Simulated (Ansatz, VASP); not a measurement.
# ZrN in VASP and in Ansatz

```
CELL_PARAMETERS angstrom
0.00000 2.28423 2.28423
2.28423 0.00000 2.28423
2.28423 2.28423 0.00000
ATOMIC_POSITIONS crystal
Zr 0.00000 0.00000 0.00000
N 0.50000 0.50000 0.50000
```

Alike in both runs: task single point; functional PBE; k mesh 9 × 9 × 9; occupations fermi-dirac, width 0.01 eV; no spin polarisation.

|  | VASP | Ansatz |
| --- | --- | --- |
| version | VASP 6.6.1 | Ansatz 0.2.0 |
| potentials or method | VASP PAW PBE potentials, release 64 (Zr_sv, N), cutoff 600 eV | all-electron LAPW, non-relativistic |

|  | VASP | Ansatz | Ansatz less VASP |
| --- | --- | --- | --- |
| pressure (GPa) | 4.6 | 6.4 | +1.75 |

Ansatz ran all-electron here, and VASP with PAW potentials.
